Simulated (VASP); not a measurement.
# HfH2 (I4/mmm) in VASP: further runs, part 2 of 2

VASP 6.6.1. The steps go on from the part before.

## 3. Electric field gradients, LDA (zz strain of +2 %)

The input, INCAR:

```
SYSTEM = HfH2
ALGO = Normal
EDIFF = 1E-8
ENCUT = 520
ISIF = 2
ISMEAR = -1
LASPH = .True.
LCHARG = .False.
LEFG = .True.
LREAL = .False.
LWAVE = .False.
NBANDS = 13
NELM = 80
PREC = Accurate
SIGMA = 0.03
```

The input, KPOINTS:

```
k-points
0
Gamma
  12 12 12
  0 0 0
```

The input, POSCAR:

```
HfH2
1.0
   -1.7390000000      1.7390000000      2.2241100000
    1.7390000000     -1.7390000000      2.2241100000
    1.7390000000      1.7390000000     -2.2241100000
Hf H
1 2
Direct
    0.0000000000      0.0000000000      0.0000000000
    0.7500000000      0.2500000000      0.5000000000
    0.2500000000      0.7500000000      0.5000000000
```

Potentials or basis: VASP PAW LDA potentials, release 64 (Hf_pv, H).

The run is started by

```
$ cat potpaw_LDA.64/Hf_pv/POTCAR potpaw_LDA.64/H/POTCAR > POTCAR
$ mpirun -np 1 vasp_std > vasp.out
```

OUTCAR:

```text
SYSTEM = HfH2
   EDIFF = 1E-8
   ENCUT = 520
   ISIF = 2
   ISMEAR = -1
   LASPH = .True.
   LREAL = .False.
   NELM = 80
   PREC = Accurate

 ion  position               nearest neighbor table
   1  0.000  0.000  0.000-   2 2.06   3 2.06   2 2.06   3 2.06   2 2.06   3 2.06   2 2.06   3 2.06

   2  0.750  0.250  0.500-   1 2.06   1 2.06   1 2.06   1 2.06
   3  0.250  0.750  0.500-   1 2.06   1 2.06   1 2.06   1 2.06

  LATTYP: Found a body centered tetragonal cell.
 ALAT       =     3.4780000000
 C/A-ratio  =     1.2789591719

  Lattice vectors:

 A1 = (  -1.7390000000,   1.7390000000,   2.2241100000)
 A2 = (   1.7390000000,  -1.7390000000,   2.2241100000)
 A3 = (   1.7390000000,   1.7390000000,  -2.2241100000)

Analysis of symmetry for initial positions (statically):
=====================================================================
 Subroutine PRICEL returns:
 Original cell was already a primitive cell.

 Routine SETGRP: Setting up the symmetry group for a
 body centered tetragonal supercell.

 Subroutine GETGRP returns: Found 16 space group operations
 (whereof 16 operations were pure point group operations)
 out of a pool of 16 trial point group operations.

The static configuration has the point symmetry D_4h.

Analysis of symmetry for dynamics (positions and initial velocities):
=====================================================================
 Subroutine PRICEL returns:
 Original cell was already a primitive cell.

 Routine SETGRP: Setting up the symmetry group for a
 body centered tetragonal supercell.

 Subroutine GETGRP returns: Found 16 space group operations
 (whereof 16 operations were pure point group operations)
 out of a pool of 16 trial point group operations.

The dynamic configuration has the point symmetry D_4h.

 Subroutine INISYM returns: Found 16 space group operations
 (whereof 16 operations are pure point group operations),
 and found     1 'primitive' translations

----------------------------------------------------------------------------------------

                                     Primitive cell

  volume of cell :      26.9039

  direct lattice vectors                    reciprocal lattice vectors
    -1.739000000  1.739000000  2.224110000     0.000000000  0.287521564  0.224809025
     1.739000000 -1.739000000  2.224110000     0.287521564  0.000000000  0.224809025
     1.739000000  1.739000000 -2.224110000     0.287521564  0.287521564  0.000000000

  length of vectors
     3.315856947  3.315856947  3.315856947     0.364976366  0.364976366  0.406616895

  position of ions in fractional coordinates (direct lattice)
     0.000000000  0.000000000  0.000000000
     0.750000000  0.250000000  0.500000000
     0.250000000  0.750000000  0.500000000

  ion indices of the primitive-cell ions
   primitive index   ion index
                 1           1
                 2           2
                 3           3

----------------------------------------------------------------------------------------

 KPOINTS: k-points

Automatic generation of k-mesh.
 Grid dimensions read from file:
[... 90 lines left out ...]
   GGA     = CA    functional components
   LHFCALC =     F    Hartree Fock is set to
   AEXX    =    0.0000 exact exchange contribution
   IVDW    =     0    specifies the selected vdW correction
   LEPSILON=     F    determine dielectric tensor
   LRPA    =     F    only Hartree local field effects (RPA)
 non-spin polarized calculation
  energy-cutoff  :      520.00
  volume of cell :       26.90
 maximum number of plane-waves:       756
 NGX is ok and might be reduce to    28
   NGX = 13   NGY = 13   NGZ = 13

 number of electron      11.9999998 magnetization

 Free energy of the ion-electron system (eV)
  ---------------------------------------------------
  ext. energy  EPLUGINS =         0.00000000
  ---------------------------------------------------
  free energy    TOTEN  =       -19.42157206 eV

  energy without entropy =      -19.41942332  energy(sigma->0) =      -19.42049769

 E-fermi :   5.0597     XC(G=0): -11.5152

 val. band max:        5.0465580330   @ k =  -0.0833  -0.1667   0.0833
 cond. band min:       5.0779989037   @ k =  -0.0833   0.1667   0.0833
 fundamental gap:      0.0314408708
 Fermi energy:         5.0596657017

 k-point     1 :       0.0000    0.0000    0.0000
  band No.  band energies     occupation
      1     -25.7816      2.00000
      2     -25.7816      2.00000
      3     -25.7271      2.00000
      4      -5.9701      2.00000
      5       3.8811      2.00000
      6       4.5976      2.00000
      7       4.5976      2.00000
      8       5.2340      0.00596
      9       6.9839      0.00000
     10       8.1255      0.00000
     11      16.3289      0.00000
     12      16.5638      0.00000
     13      17.0272      0.00000
[... 354 lines left out ...]
  band No.  band energies     occupation
      1     -26.1905      2.00000
      2     -25.9056      2.00000
      3     -25.8265      2.00000
      4      -3.0089      2.00000
      5      -0.3674      2.00000
      6       3.8092      2.00000
      7       5.9329      0.00000
      8       7.9231      0.00000
      9       9.0156      0.00000
     10      11.4233      0.00000
     11      12.4603      0.00000
     12      14.4058      0.00000
     13      16.5012      0.00000

 [... further k-points ...]

------------------------ aborting loop because EDIFF is reached ----------------------------------------

  FORCE on cell =-STRESS in cart. coord.  units (eV):
  Direction    XX          YY          ZZ          XY          YZ          ZX
  --------------------------------------------------------------------------------------
  -------------------------------------------------------------------------------------
  Total       -1.7386347     -1.7386347     -1.9844513      0.0000000      0.0000000      0.0000000
  in kB     -103.5388929   -103.5388929   -118.1777198      0.0000000      0.0000000      0.0000000
  external PRESSURE =    -108.4185019 kB  Pullay stress =       0.0000000 kB

 VOLUME and BASIS-vectors are now :
 -----------------------------------------------------------------------------
  energy-cutoff  :      520.00
  volume of cell :       26.90
      direct lattice vectors                 reciprocal lattice vectors
    -1.739000000  1.739000000  2.224110000     0.000000000  0.287521564  0.224809025
     1.739000000 -1.739000000  2.224110000     0.287521564  0.000000000  0.224809025
     1.739000000  1.739000000 -2.224110000     0.287521564  0.287521564  0.000000000

 POSITION                                       TOTAL-FORCE (eV/Angst)
 -----------------------------------------------------------------------------------
      0.00000      0.00000      0.00000        -0.000000     -0.000000     -0.000000
     -0.00000      1.73900      1.11206         0.000000      0.000000      0.000000
      1.73900     -0.00000      1.11206        -0.000000      0.000000      0.000000
 -----------------------------------------------------------------------------------
    total drift:                               -0.000000     -0.000000      0.000000

  FREE ENERGIE OF THE ION-ELECTRON SYSTEM (eV)
  ---------------------------------------------------
  free  energy   TOTEN  =       -19.4215720581 eV

  energy  without entropy=      -19.4194233227  energy(sigma->0) =      -19.42049769

 Electric field gradients (V/A^2)
---------------------------------------------------------------------
 ion       V_xx      V_yy      V_zz      V_xy      V_xz      V_yz
---------------------------------------------------------------------
   1      11.692    11.692   -23.383    -0.000     0.000     0.000
   2      -0.003    -0.003     0.005    -0.000    -0.000    -0.000
   3      -0.003    -0.003     0.005    -0.000    -0.000    -0.000
---------------------------------------------------------------------

 Electric field gradients after diagonalization (V/A^2)
 (convention: |V_zz| > |V_xx| > |V_yy|)
----------------------------------------------------------------------
 ion       V_xx      V_yy      V_zz     asymmetry (V_yy - V_xx)/ V_zz
----------------------------------------------------------------------
   1      11.692    11.692   -23.383       0.000
   2      -0.003    -0.002     0.005       0.178
   3      -0.003    -0.002     0.005       0.178
----------------------------------------------------------------------

           NMR quadrupolar parameters

 Cq : quadrupolar parameter    Cq=e*Q*V_zz/h
 eta: asymmetry parameters     (V_yy - V_xx)/ V_zz
 Q  : nuclear electric quadrupole moment in mb (millibarn)
----------------------------------------------------------------------
 ion       Cq(MHz)       eta       Q (mb)
----------------------------------------------------------------------
   1      -0.057       0.000       1.000
   2       0.000       0.178       1.000
   3       0.000       0.178       1.000
----------------------------------------------------------------------
```

OSZICAR:

```text
N       E                     dE             d eps       ncg     rms          rms(c)
DAV:   1     0.137697291820E+02    0.13770E+02   -0.64267E+03  4254   0.854E+02
DAV:   2    -0.198062573906E+02   -0.33576E+02   -0.32321E+02  5273   0.177E+02
DAV:   3    -0.206369989769E+02   -0.83074E+00   -0.82644E+00  5312   0.195E+01
DAV:   4    -0.206404975791E+02   -0.34986E-02   -0.34981E-02  4835   0.156E+00
DAV:   5    -0.206405205403E+02   -0.22961E-04   -0.22961E-04  5502   0.108E-01    0.462E+01
DAV:   6    -0.196491429769E+02    0.99138E+00   -0.64446E-01  4558   0.617E+00    0.293E+01
DAV:   7    -0.194635608148E+02    0.18558E+00   -0.84567E-01  4718   0.682E+00    0.530E+00
DAV:   8    -0.194243738671E+02    0.39187E-01   -0.16399E-01  4433   0.321E+00    0.228E+00
DAV:   9    -0.194216470708E+02    0.27268E-02   -0.89313E-03  4943   0.786E-01    0.585E-01
DAV:  10    -0.194215773895E+02    0.69681E-04   -0.13589E-03  5228   0.258E-01    0.235E-01
DAV:  11    -0.194215740292E+02    0.33603E-05   -0.25955E-05  5015   0.409E-02    0.101E-01
DAV:  12    -0.194215726841E+02    0.13451E-05   -0.17603E-06  5121   0.999E-03    0.432E-02
DAV:  13    -0.194215720523E+02    0.63182E-06   -0.15894E-06  4818   0.983E-03    0.617E-04
DAV:  14    -0.194215720581E+02   -0.57842E-08   -0.54267E-08  5205   0.199E-03
   1 F= -.19421572E+02 E0= -.19420498E+02  d E =-.214874E-02
```

stdout:

```text
POSCAR found type information on POSCAR HfH
 POSCAR found :  2 types and       3 ions
 scaLAPACK will be used
 LDA part: xc-table for (Slater(with rela. corr.)+CA(PZ))
 , standard interpolation
 POSCAR, INCAR and KPOINTS ok, starting setup
 FFT: planning ... GRIDC
 FFT: planning ... GRID_SOFT
 FFT: planning ... GRID
 WAVECAR not read
 entering main loop
ion   1

ion   2

ion   3
```

Wall time 28 s (1 thread of Intel Xeon Platinum 8559C (Emerald Rapids), shared host); peak memory 0.19 GiB.

What came out:

```
Free energy            : -19.4216 eV
Pressure               : -10.8 GPa
Band gap on the k mesh : zero (band 6 reaches 5.48 eV, above the bottom of band 7 at 4.60 eV)
```

Stress tensor (GPa, compression positive):
```
-10.35   0.00   0.00
  0.00 -10.35   0.00
  0.00   0.00 -11.82
```

Electric field gradients, principal values (V/Å²):
| atom | least | middle | greatest (by size) |
| --- | --- | --- | --- |
| 1 Hf | 11.692 | 11.692 | -23.383 |
| 2 H | -0.002 | -0.003 | 0.005 |
| 3 H | -0.002 | -0.003 | 0.005 |

Caveat: the cell differs from its parent crystal (zz strain of +2 %); without QUAD_EFG the Cq values of the log hold for a quadrupole moment of 1 mb, not for the nuclei; spin-orbit coupling is left out, which moves the levels of the heavy elements.

## 4. Electric field gradients, LDA (volume scaled by 1.06)

The input, INCAR:

```
PREC = Accurate
ENCUT = 520
EDIFF = 1E-8
ISMEAR = -1
SIGMA = 0.03
LREAL = False
LASPH = True
NELM = 100
ALGO = Normal
ISIF = 2
LWAVE = False
LCHARG = False
LEFG = True
NBANDS = 13
```

The input, KPOINTS:

```
regular mesh
0
Gamma
  12 12 12
```

The input, POSCAR:

```
HfH2
1.0
   -1.7731066982      1.7731066982      2.2232657593
    1.7731066982     -1.7731066982      2.2232657593
    1.7731066982      1.7731066982     -2.2232657593
Hf H
1 2
Direct
    0.0000000000      0.0000000000      0.0000000000
    0.7500000000      0.2500000000      0.5000000000
    0.2500000000      0.7500000000      0.5000000000
```

Potentials or basis: VASP PAW LDA potentials, release 64 (Hf_pv, H).

The run is started by

```
$ cat potpaw_LDA.64/Hf_pv/POTCAR potpaw_LDA.64/H/POTCAR > POTCAR
$ mpirun -np 1 vasp_std > vasp.out
```

OUTCAR:

```text
PREC = Accurate
   ENCUT = 520
   EDIFF = 1E-8
   ISMEAR = -1
   LREAL = False
   LASPH = True
   NELM = 100
   ISIF = 2

 ion  position               nearest neighbor table
   1  0.000  0.000  0.000-   2 2.09   3 2.09   2 2.09   3 2.09   2 2.09   3 2.09   2 2.09   3 2.09

   2  0.750  0.250  0.500-   1 2.09   1 2.09   1 2.09   1 2.09
   3  0.250  0.750  0.500-   1 2.09   1 2.09   1 2.09   1 2.09

  LATTYP: Found a body centered tetragonal cell.
 ALAT       =     3.5462133964
 C/A-ratio  =     1.2538815411

  Lattice vectors:

 A1 = (  -1.7731066982,   1.7731066982,   2.2232657593)
 A2 = (   1.7731066982,  -1.7731066982,   2.2232657593)
 A3 = (   1.7731066982,   1.7731066982,  -2.2232657593)

Analysis of symmetry for initial positions (statically):
=====================================================================
 Subroutine PRICEL returns:
 Original cell was already a primitive cell.

[... 581 lines left out ...]
     1.773106698  1.773106698 -2.223265759     0.281990926  0.281990926  0.000000000

 POSITION                                       TOTAL-FORCE (eV/Angst)
 -----------------------------------------------------------------------------------
      0.00000      0.00000      0.00000        -0.000000      0.000000      0.000000
      0.00000      1.77311      1.11163        -0.000000     -0.000000     -0.000000
      1.77311      0.00000      1.11163         0.000000     -0.000000      0.000000
 -----------------------------------------------------------------------------------
    total drift:                               -0.000000     -0.000000      0.000000

  FREE ENERGIE OF THE ION-ELECTRON SYSTEM (eV)
  ---------------------------------------------------
  free  energy   TOTEN  =       -19.3379422572 eV

  energy  without entropy=      -19.3359327274  energy(sigma->0) =      -19.33693749

 Electric field gradients (V/A^2)
---------------------------------------------------------------------
 ion       V_xx      V_yy      V_zz      V_xy      V_xz      V_yz
---------------------------------------------------------------------
   1      12.531    12.531   -25.061     0.000     0.000     0.000
   2       0.012     0.012    -0.024    -0.001    -0.001    -0.001
   3       0.012     0.012    -0.024    -0.001    -0.001    -0.001
---------------------------------------------------------------------

 Electric field gradients after diagonalization (V/A^2)
 (convention: |V_zz| > |V_xx| > |V_yy|)
----------------------------------------------------------------------
 ion       V_xx      V_yy      V_zz     asymmetry (V_yy - V_xx)/ V_zz
----------------------------------------------------------------------
   1      12.531    12.530   -25.061       0.000
   2       0.013     0.011    -0.024       0.059
   3       0.013     0.011    -0.024       0.059
----------------------------------------------------------------------

           NMR quadrupolar parameters

 Cq : quadrupolar parameter    Cq=e*Q*V_zz/h
 eta: asymmetry parameters     (V_yy - V_xx)/ V_zz
 Q  : nuclear electric quadrupole moment in mb (millibarn)
----------------------------------------------------------------------
 ion       Cq(MHz)       eta       Q (mb)
----------------------------------------------------------------------
   1      -0.061       0.000       1.000
   2      -0.000       0.059       1.000
   3      -0.000       0.059       1.000
----------------------------------------------------------------------
```

stdout:

```text
POSCAR found type information on POSCAR HfH
 POSCAR found :  2 types and       3 ions
 scaLAPACK will be used
 LDA part: xc-table for (Slater(with rela. corr.)+CA(PZ))
 , standard interpolation
 POSCAR, INCAR and KPOINTS ok, starting setup
 FFT: planning ... GRIDC
 FFT: planning ... GRID_SOFT
 FFT: planning ... GRID
 WAVECAR not read
 entering main loop
ion   1

ion   2

ion   3
```

It took 28 s on 1 thread of Intel Xeon Platinum 8559C (Emerald Rapids), shared host; peak memory 0.18 GiB.

What came out:

```
Free energy            : -19.3379 eV
Pressure               : -15.3 GPa
Band gap on the k mesh : zero (band 6 reaches 5.38 eV, above the bottom of band 7 at 4.35 eV)
```

Electric field gradients, principal values (V/Å²):
| atom | least | middle | greatest (by size) |
| --- | --- | --- | --- |
| 1 Hf | 12.530 | 12.531 | -25.061 |
| 2 H | 0.011 | 0.013 | -0.024 |
| 3 H | 0.011 | 0.013 | -0.024 |

Caveat: without QUAD_EFG the Cq values of the log hold for a quadrupole moment of 1 mb, not for the nuclei; spin-orbit coupling is left out, which moves the levels of the heavy elements.
